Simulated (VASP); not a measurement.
# Eu (Fm-3m) in VASP: further runs

Eu is run at these levels: PBE; tasks: single point, relaxation of cell and atoms.

Program: VASP 6.6.1. These are calculated values, not measurements. Logs are shortened: lines on timing, memory, paths and dates and some standing lists are left out, and cuts for length are marked.

**1. The cell of the first run**

Symmetry: Fm-3m, No. 225, cubic system. Conventional cell: a = 5.553 Å, b = 5.553 Å, c = 5.553 Å, α = 90.00°, β = 90.00°, γ = 90.00°. Eu (site symmetry m-3m) has 12 Eu at 3.93 Å within 5.2 Å.

This isn't the form of Eu at room conditions, which is bcc.

**2. Single point, PBE, collinear spin, ferromagnetic start**

INCAR

```
SYSTEM = Eu
PREC = Accurate
ENCUT = 520
EDIFF = 1E-6
ISMEAR = -1
SIGMA = 0.1
LREAL = .False.
LASPH = .True.
NELM = 150
ALGO = Normal
ISIF = 2
LWAVE = .False.
LCHARG = .False.
ISPIN = 2
MAGMOM = 7
LORBIT = 11
LMAXMIX = 6
GGA = PE
NBANDS = 18
```

KPOINTS

```
Automatic mesh
0
Gamma
  12 12 12
  0 0 0
```

POSCAR

```
Eu
1.0
    0.0000000000      2.7765587861      2.7765587861
    2.7765587861      0.0000000000      2.7765587861
    2.7765587861      2.7765587861      0.0000000000
Eu
1
Direct
    0.0000000000      0.0000000000      0.0000000000
```

Potentials or basis: VASP PAW PBE potentials, release 64 (Eu).

Run with:

```console
$ cat potpaw_PBE.64/Eu/POTCAR > POTCAR
$ mpirun -np 1 vasp_std > vasp.out
```

OUTCAR:

```text
SYSTEM = Eu
   PREC = Accurate
   ENCUT = 520
   EDIFF = 1E-6
   ISMEAR = -1
   LREAL = .False.
   LASPH = .True.
   NELM = 150
   ISIF = 2
   ISPIN = 2
   LORBIT = 11
   GGA = PE

 ion  position               nearest neighbor table
   1  0.000  0.000  0.000-

  LATTYP: Found a face centered cubic cell.
 ALAT       =     5.5531175722

  Lattice vectors:

 A1 = (   0.0000000000,   2.7765587861,   2.7765587861)
 A2 = (   2.7765587861,   0.0000000000,   2.7765587861)
 A3 = (   2.7765587861,   2.7765587861,   0.0000000000)

Analysis of symmetry for initial positions (statically):
=====================================================================
 Subroutine PRICEL returns:
 Original cell was already a primitive cell.

 Routine SETGRP: Setting up the symmetry group for a
 face centered cubic supercell.

 Subroutine GETGRP returns: Found 48 space group operations
 (whereof 48 operations were pure point group operations)
 out of a pool of 48 trial point group operations.

The static configuration has the point symmetry O_h .

Analysis of symmetry for dynamics (positions and initial velocities):
=====================================================================
 Subroutine PRICEL returns:
 Original cell was already a primitive cell.

 Routine SETGRP: Setting up the symmetry group for a
 face centered cubic supercell.

 Subroutine GETGRP returns: Found 48 space group operations
 (whereof 48 operations were pure point group operations)
 out of a pool of 48 trial point group operations.

The dynamic configuration has the point symmetry O_h .

Analysis of structural, dynamic, and magnetic symmetry:
=====================================================================
 Subroutine PRICEL returns:
 Original cell was already a primitive cell.

 Routine SETGRP: Setting up the symmetry group for a
 face centered cubic supercell.

 Subroutine GETGRP returns: Found 48 space group operations
 (whereof 48 operations were pure point group operations)
 out of a pool of 48 trial point group operations.

The overall configuration has the point symmetry O_h .

 Subroutine INISYM returns: Found 48 space group operations
 (whereof 48 operations are pure point group operations),
 and found     1 'primitive' translations

----------------------------------------------------------------------------------------

                                     Primitive cell

  volume of cell :      42.8105

  direct lattice vectors                    reciprocal lattice vectors
     0.000000000  2.776558786  2.776558786    -0.180079025  0.180079025  0.180079025
     2.776558786  0.000000000  2.776558786     0.180079025 -0.180079025  0.180079025
     2.776558786  2.776558786  0.000000000     0.180079025  0.180079025 -0.180079025

  length of vectors
     3.926647092  3.926647092  3.926647092     0.311906021  0.311906021  0.311906021

  position of ions in fractional coordinates (direct lattice)
     0.000000000  0.000000000  0.000000000

  ion indices of the primitive-cell ions
   primitive index   ion index
                 1           1

----------------------------------------------------------------------------------------

 KPOINTS: Automatic mesh

Automatic generation of k-mesh.
 Grid dimensions read from file:
 generate k-points for:   12   12   12

 Generating k-lattice:

  Cartesian coordinates                     Fractional coordinates (reciprocal lattice)
    -0.015006585  0.015006585  0.015006585     0.083333333  0.000000000  0.000000000
     0.015006585 -0.015006585  0.015006585     0.000000000  0.083333333  0.000000000
     0.015006585  0.015006585 -0.015006585     0.000000000  0.000000000  0.083333333

  Length of vectors
     0.025992168  0.025992168  0.025992168

  Shift w.r.t. Gamma in fractional coordinates (k-lattice)
     0.000000000  0.000000000  0.000000000

 Subroutine IBZKPT returns following result:
 ===========================================

 Found     72 irreducible k-points:

 Following reciprocal coordinates:
            Coordinates               Weight
  0.000000  0.000000  0.000000      1.000000
  0.083333  0.000000  0.000000      8.000000
  0.166667  0.000000  0.000000      8.000000
  0.250000  0.000000  0.000000      8.000000
  0.333333  0.000000  0.000000      8.000000
  0.416667  0.000000  0.000000      8.000000
[... 16 lines left out ...]
  0.500000  0.166667  0.000000     24.000000
 -0.416667  0.166667  0.000000     24.000000
 [... further k-points ...]
   k-points           NKPTS =     72   k-points in BZ     NKDIM =     72   number of bands    NBANDS=     18
   number of dos      NEDOS =    301   number of ions     NIONS =      1
   total plane-waves  NPLWV =  27000
   dimension x,y,z NGX =    30 NGY =   30 NGZ =   30
   dimension x,y,z NGXF=    60 NGYF=   60 NGZF=   60
   ions per type =               1
   NGX,Y,Z   is equivalent  to a cutoff of  12.70, 12.70, 12.70 a.u.
   NGXF,Y,Z  is equivalent  to a cutoff of  25.40, 25.40, 25.40 a.u.
 SYSTEM =  Eu
   PREC   = accura    normal or accurate (medium, high low for compatibility)
   ISTART =      0    job   : 0-new  1-cont  2-samecut
   ICHARG =      2    charge: 1-file 2-atom 10-const
   ISPIN  =      2    spin polarized calculation?
   LNONCOLLINEAR =      F non collinear calculations
   LSORBIT =      F    spin-orbit coupling
   LASPH  =      T    aspherical Exc in radial PAW
   ENCUT  =  520.0 eV  38.22 Ry    6.18 a.u.   7.30  7.30  7.30*2*pi/ulx,y,z
   NELM   =    150;   NELMIN=  2; NELMDL= -5     # of ELM steps
   EDIFF  = 0.1E-05   stopping-criterion for ELM
   LREAL  =      F    real-space projection
   EDIFFG = 0.1E-04   stopping-criterion for IOM
   NSW    =      0    number of steps for IOM
   IBRION =     -1    ionic relax: 0-MD 1-quasi-New 2-CG
   NFREE  =      0    steps in history (QN), initial steepest desc. (CG)
   ISIF   =      2    stress and relaxation
   ISYM   =      2    0-nonsym 1-usesym 2-fastsym
   POTIM  = 0.5000    time-step for ionic-motion
   TEBEG  =    0.0;   TEEND  =   0.0 temperature during run
   PSTRESS=    0.0 pullay stress
   NELECT =      17.0000    total number of electrons
   NUPDOWN=      -1.0000    fix difference up-down
   EMIN   =  10.00;   EMAX   =-10.00  energy-range for DOS
   EFERMI =   0.00;   METHOD = LEGACY
   ISMEAR =    -1;   SIGMA  =   0.10  broadening in eV -4-tet -1-fermi 0-gaus
   EFERMI_NEDOS =   21; number of points for ismear=-14 and -15
   IALGO  =     38    algorithm
   IMIX   =      4    mixing-type and parameters
     AMIX     =   0.40;   BMIX     =  1.00
     AMIX_MAG =   1.60;   BMIX_MAG =  1.00
  volume/ion in A,a.u.               =      42.81       288.90
  Fermi-wavevector in a.u.,A,eV,Ry     =   1.203301  2.273909 19.700327  1.447933
  Thomas-Fermi vector in A             =   2.339058
   LORBIT       =     11    0 simple, 1 ext, 2 COOP (PROOUT), +10 PAW based schemes
   GGA     = PE    functional components
   LHFCALC =     F    Hartree Fock is set to
   AEXX    =    0.0000 exact exchange contribution
   IVDW    =     0    specifies the selected vdW correction
   LEPSILON=     F    determine dielectric tensor
   LRPA    =     F    only Hartree local field effects (RPA)
 spin polarized calculation
  energy-cutoff  :      520.00
  volume of cell :       42.81
 maximum number of plane-waves:      1179
 NGX is ok and might be reduce to    30
   NGX = 15   NGY = 15   NGZ = 15

 number of electron      17.0000001 magnetization       7.4659605

 Free energy of the ion-electron system (eV)
  ---------------------------------------------------
  ext. energy  EPLUGINS =         0.00000000
  ---------------------------------------------------
  free energy    TOTEN  =       -11.49104034 eV

  energy without entropy =      -11.41390698  energy(sigma->0) =      -11.45247366

 E-fermi :   1.9833     XC(G=0):  -8.7483

 val. band max:        1.9799645548   @ k =  -0.3333   0.2500   0.0833
 cond. band min:       2.0081079917   @ k =  -0.4167   0.2500   0.0833
 fundamental gap:      0.0281434368
 Fermi energy:         1.9832696323

 spin component 1

 k-point     1 :       0.0000    0.0000    0.0000
  band No.  band energies     occupation
      1     -39.6730      1.00000
      2     -18.2333      1.00000
      3     -18.2333      1.00000
      4     -18.2333      1.00000
      5      -2.3925      1.00000
      6       1.3452      0.99831
[... 10 lines left out ...]
     17       5.6341      0.00000
     18      10.1531      0.00000

 k-point     2 :       0.0833    0.0000    0.0000
  band No.  band energies     occupation
      1     -39.6711      1.00000
      2     -18.2627      1.00000
      3     -18.2372      1.00000
      4     -18.2372      1.00000
      5      -2.2434      1.00000
      6       1.3447      0.99832
[... 10 lines left out ...]
     17       5.5572      0.00000
     18      10.4807      0.00000
[... 442 lines left out ...]
 k-point    24 :      -0.4167    0.1667    0.0000
  band No.  band energies     occupation
      1     -39.6405      1.00000
      2     -18.6116      1.00000
      3     -18.3659      1.00000
      4     -18.3050      1.00000
      5       0.6371      1.00000
      6       1.3546      0.99814
[... 10 lines left out ...]
     17       7.3442      0.00000
     18       8.3833      0.00000

 [... further k-points ...]

 spin component 2

 k-point     1 :       0.0000    0.0000    0.0000
  band No.  band energies     occupation
      1     -36.5246      1.00000
      2     -15.8721      1.00000
      3     -15.8721      1.00000
      4     -15.8721      1.00000
      5      -1.4582      1.00000
      6       4.8865      0.00000
[... 10 lines left out ...]
     17       6.8309      0.00000
     18      11.7430      0.00000

 k-point     2 :       0.0833    0.0000    0.0000
  band No.  band energies     occupation
      1     -36.5221      1.00000
      2     -15.9091      1.00000
      3     -15.8768      1.00000
      4     -15.8768      1.00000
      5      -1.3025      1.00000
      6       4.6273      0.00000
[... 10 lines left out ...]
     17       6.8308      0.00000
     18      12.0297      0.00000
[... 442 lines left out ...]
 k-point    24 :      -0.4167    0.1667    0.0000
  band No.  band energies     occupation
      1     -36.4825      1.00000
      2     -16.3415      1.00000
      3     -16.0353      1.00000
      4     -15.9592      1.00000
      5       1.7057      0.94132
      6       3.0324      0.00003
[... 10 lines left out ...]
     17       8.7196      0.00000
     18       9.7343      0.00000

 [... further k-points ...]
[... 5 lines left out ...]
  --------------------------------------------------------------------------------------
  -------------------------------------------------------------------------------------
  Total       -0.1724862     -0.1724862     -0.1724862     -0.0000000      0.0000000      0.0000000
  in kB       -6.4552684     -6.4552684     -6.4552684     -0.0000000      0.0000000      0.0000000
  external PRESSURE =      -6.4552684 kB  Pullay stress =       0.0000000 kB

 VOLUME and BASIS-vectors are now :
 -----------------------------------------------------------------------------
  energy-cutoff  :      520.00
  volume of cell :       42.81
      direct lattice vectors                 reciprocal lattice vectors
     0.000000000  2.776558786  2.776558786    -0.180079025  0.180079025  0.180079025
     2.776558786  0.000000000  2.776558786     0.180079025 -0.180079025  0.180079025
     2.776558786  2.776558786  0.000000000     0.180079025  0.180079025 -0.180079025

 POSITION                                       TOTAL-FORCE (eV/Angst)
 -----------------------------------------------------------------------------------
      0.00000      0.00000      0.00000         0.000000      0.000000      0.000000
 -----------------------------------------------------------------------------------
    total drift:                               -0.000000     -0.000000      0.000000

  FREE ENERGIE OF THE ION-ELECTRON SYSTEM (eV)
  ---------------------------------------------------
  free  energy   TOTEN  =       -11.4910403412 eV

  energy  without entropy=      -11.4139069792  energy(sigma->0) =      -11.45247366

 total charge

# of ion       s       p       d       f       tot
--------------------------------------------------
    1        2.083   5.707   0.311   6.623  14.724

 magnetization (x)

# of ion       s       p       d       f       tot
--------------------------------------------------
    1       -0.001  -0.089   0.180   6.621   6.712
```

It took 87 s on 1 thread of Intel Xeon 6975P-C (Granite Rapids), shared host; peak memory 0.26 GiB.

Results:

* Free energy: -11.4910 eV
* Pressure: -0.6 GPa
* Net moment: 7.47 μB per cell
* Site moments: Eu +6.71 μB
* Valence electrons inside the program's atomic spheres: Eu 14.72

Levels at points of the mesh, in eV from the Fermi level:
Spin up:
```
           k point  band 10  band 11  band 12  band 13  band 14  band 15
(0.00, 0.00, 0.00)    -0.42    -0.42    -0.42     1.77     1.77     1.77
(0.50, 0.00, 0.00)    -0.42    -0.42    -0.41     0.57     1.62     1.62
(0.50, 0.50, 0.00)    -0.52    -0.44    -0.44    -0.42     1.80     5.05
```
Spin down:
```tsv
k point	band 2	band 3	band 4	band 5	band 6	band 7	band 8	band 9
(0.00, 0.00, 0.00)	-17.86	-17.86	-17.86	-3.44	2.90	2.90	2.90	3.78
(0.50, 0.00, 0.00)	-18.37	-17.92	-17.92	-0.81	1.45	2.67	2.67	3.85
(0.50, 0.50, 0.00)	-18.34	-18.04	-18.04	-0.63	0.44	2.72	4.09	4.09
```

Caveat: spin-orbit coupling is left out, which moves the levels of the heavy elements; semilocal functionals describe open f shells poorly, which spoils levels, moments and volumes.

**3. Single point, PBE, collinear spin, ferromagnetic start**

This run uses another cell than the first one, of 43.03 Å³/atom.

INCAR

```
SYSTEM = Eu
  PREC = Accurate
  ENCUT = 520
  EDIFF = 1E-7
  ISMEAR = -1
  SIGMA = 0.1
  LREAL = .FALSE.
  LASPH = .TRUE.
  NELM = 150
  ALGO = Normal
  ISIF = 2
  LWAVE = .FALSE.
  LCHARG = .FALSE.
  ISPIN = 2
  MAGMOM = 7
  LORBIT = 11
  LMAXMIX = 6
  GGA = PE
  NBANDS = 18
```

KPOINTS

```
Automatic mesh
0
G
  12 12 12
  0 0 0
```

POSCAR

```
Eu
1.0
    0.0000000000      2.7813567580      2.7813567580
    2.7813567580      0.0000000000      2.7813567580
    2.7813567580      2.7813567580      0.0000000000
Eu
1
Direct
    0.0000000000      0.0000000000      0.0000000000
```

Potentials or basis: VASP PAW PBE potentials, release 64 (Eu).

Run with:

```console
$ cat potpaw_PBE.64/Eu/POTCAR > POTCAR
$ mpirun -np 1 vasp_std > vasp.out
```

Run time: 91 s. Hardware: 1 thread of Intel Xeon 6975P-C (Granite Rapids), shared host; peak memory 0.26 GiB.

It converged, with:

* Free energy: -11.4902 eV
* Pressure: -0.7 GPa
* Net moment: 7.47 μB per cell
* Site moments: Eu +6.71 μB
* Valence electrons inside the program's atomic spheres: Eu 14.72

Levels at points of the mesh, in eV from the Fermi level:
Spin up:
| k point | band 8 | band 9 | band 10 | band 11 | band 12 | band 13 | band 14 | band 15 | band 16 | band 17 |
| --- | --- | --- | --- | --- | --- | --- | --- | --- | --- | --- |
| (0.00, 0.00, 0.00) | -0.53 | -0.53 | -0.42 | -0.42 | -0.42 | 1.77 | 1.77 | 1.77 | 3.64 | 3.64 |
| (0.50, 0.00, 0.00) | -0.56 | -0.50 | -0.42 | -0.42 | -0.41 | 0.56 | 1.62 | 1.62 | 4.99 | 4.99 |
| (0.50, 0.50, 0.00) | -0.55 | -0.55 | -0.52 | -0.44 | -0.44 | -0.42 | 1.78 | 5.02 | 5.38 | 5.38 |
Spin down:
```tsv
k point	band 1	band 2	band 3	band 4	band 5	band 6	band 7	band 8	band 9	band 10
(0.00, 0.00, 0.00)	-38.51	-17.86	-17.86	-17.86	-3.44	2.90	2.90	2.90	3.78	4.13
(0.50, 0.00, 0.00)	-38.47	-18.37	-17.93	-17.93	-0.81	1.43	2.67	2.67	3.85	4.17
(0.50, 0.50, 0.00)	-38.46	-18.34	-18.05	-18.05	-0.62	0.44	2.70	4.09	4.09	4.24
```

Caveat: spin-orbit coupling is left out, which moves the levels of the heavy elements; semilocal functionals describe open f shells poorly, which spoils levels, moments and volumes. The state reached can hang on the start; a lower one may exist.

**4. Relaxation of cell and atoms, PBE, collinear spin, ferromagnetic start, target pressure -0.41 GPa, at which the enthalpy is minimised**

INCAR

```
SYSTEM = Eu
  ALGO = Normal
  EDIFF = 1E-6
  EDIFFG = -0.005
  ENCUT = 600
  GGA = PE
  IBRION = 2
  ISIF = 3
  ISMEAR = -1
  ISPIN = 2
  LASPH = .TRUE.
  LCHARG = .FALSE.
  LMAXMIX = 6
  LORBIT = 11
  LREAL = .FALSE.
  LWAVE = .FALSE.
  MAGMOM = 7
  NELM = 150
  NSW = 60
  PREC = Accurate
  PSTRESS = -4.1
  SIGMA = 0.1
```

KPOINTS

```
k-points
0
G
  12 12 12
  0 0 0
```

POSCAR

```
Eu
1.0
    0.0000000000      2.7765587861      2.7765587861
    2.7765587861      0.0000000000      2.7765587861
    2.7765587861      2.7765587861      0.0000000000
Eu
1
Direct
    0.0000000000      0.0000000000      0.0000000000
```

Run with:

```console
$ cat potpaw_PBE.64/Eu/POTCAR > POTCAR
$ mpirun -np 1 vasp_std > vasp.out
```

It took 7 min on 1 thread of Intel Xeon 6975P-C (Granite Rapids), shared host; peak memory 0.3 GiB.

Results (log left out):

| Property | Result |
| --- | --- |
| Free energy | -11.4951 eV |
| Relaxed volume | 41.86 Å³/atom |
| Relaxed cell | a = 3.897 Å, b = 3.897 Å, c = 3.897 Å, α = 60.00°, β = 60.00°, γ = 60.00° |
| Space group after relaxing (to 0.1 Å) | Fm-3m (No. 225) |
| Energy change on relaxing (the run minimises the enthalpy) | -2.6 meV/atom |
| Ionic steps | 11 |
| Pressure after relaxing | -0.4 GPa |
| Net moment | 7.47 μB per cell |
| Site moments | Eu +6.71 μB |
| Valence electrons inside the program's atomic spheres | Eu 14.73 |

Step by step:
| step | energy change (eV) | largest force (eV/Å) | pressure (GPa) | volume (Å³) |
| --- | --- | --- | --- | --- |
| 1 | 0.0000 | 0.0000 | -0.55 | 42.81 |
| 2 | -0.0008 | 0.0000 | -0.54 | 42.58 |
| 3 | -0.0025 | 0.0000 | -0.30 | 41.89 |
| 4 | -0.0019 | 0.0000 | -0.45 | 42.20 |
| 5 | -0.0021 | 0.0000 | -0.70 | 42.12 |
| 6 | -0.0024 | 0.0000 | -0.31 | 41.95 |
| 7 | -0.0023 | 0.0000 | -0.44 | 42.04 |
| 8 | -0.0023 | 0.0000 | -0.51 | 42.02 |
| 9 | -0.0024 | 0.0000 | -0.61 | 41.99 |
| 10 | -0.0028 | 0.0000 | -0.24 | 41.75 |
| 11 | -0.0026 | 0.0000 | -0.42 | 41.86 |

Final structure:
```xyz
1
Lattice="0.0000 2.7558 2.7558 2.7558 0.0000 2.7558 2.7558 2.7558 0.0000" Properties=species:S:1:pos:R:3 pbc="T T T"
Eu    0.0000    0.0000    0.0000
```

Levels at points of the mesh, in eV from the Fermi level:
Spin up:
| k point | band 9 | band 10 | band 11 | band 12 | band 13 | band 14 | band 15 | band 16 |
| --- | --- | --- | --- | --- | --- | --- | --- | --- |
| (0.00, 0.00, 0.00) | -0.53 | -0.41 | -0.41 | -0.41 | 1.78 | 1.78 | 1.78 | 3.71 |
| (0.50, 0.00, 0.00) | -0.50 | -0.42 | -0.42 | -0.41 | 0.63 | 1.63 | 1.63 | 5.11 |
| (0.50, 0.50, 0.00) | -0.55 | -0.52 | -0.44 | -0.44 | -0.42 | 1.88 | 5.15 | 5.52 |
Spin down:
| k point | band 2 | band 3 | band 4 | band 5 | band 6 | band 7 | band 8 | band 9 |
| --- | --- | --- | --- | --- | --- | --- | --- | --- |
| (0.00, 0.00, 0.00) | -17.82 | -17.82 | -17.82 | -3.46 | 2.93 | 2.93 | 2.93 | 3.77 |
| (0.50, 0.00, 0.00) | -18.38 | -17.89 | -17.89 | -0.82 | 1.52 | 2.69 | 2.69 | 3.84 |
| (0.50, 0.50, 0.00) | -18.34 | -18.02 | -18.02 | -0.67 | 0.42 | 2.81 | 4.10 | 4.10 |

Caveat: the cell is relaxed towards a set pressure, so the run minimises the enthalpy, not the energy; spin-orbit coupling is left out, which moves the levels of the heavy elements; semilocal functionals describe open f shells poorly, which spoils levels, moments and volumes.

**5. Summary**

| task | cell | cutoff (eV) | gap on the mesh (eV) | pressure (GPa) | moment (μB) |
| --- | --- | --- | --- | --- | --- |
| single point | a = 3.927 Å, angles 60.0°, 1 atom | 520 | none | -0.6 | 7.47 |
| single point | a = 3.933 Å, angles 60.0°, 1 atom | 520 | none | -0.7 | 7.47 |
| relaxation of cell and atoms | relaxed to -0.41 GPa from a = 3.927 Å, angles 60.0°, 1 atom | 600 | none | -0.4 | 7.47 |

Alike in all rows: level PBE; potentials or basis VASP PAW PBE potentials, release 64 (Eu); spin collinear, ferromagnetic start; k mesh 12 × 12 × 12; smearing fermi-dirac 0.1 eV.

Caveats: spin-orbit coupling is left out, which moves the levels of the heavy elements; semilocal functionals describe open f shells poorly, which spoils levels, moments and volumes; the cell is relaxed towards a set pressure, so the run minimises the enthalpy, not the energy (at least some runs).

Absolute energies hang on the potentials; compare differences alone.

The gap in the log of VASP goes by the Fermi energy; the results here count the filled bands.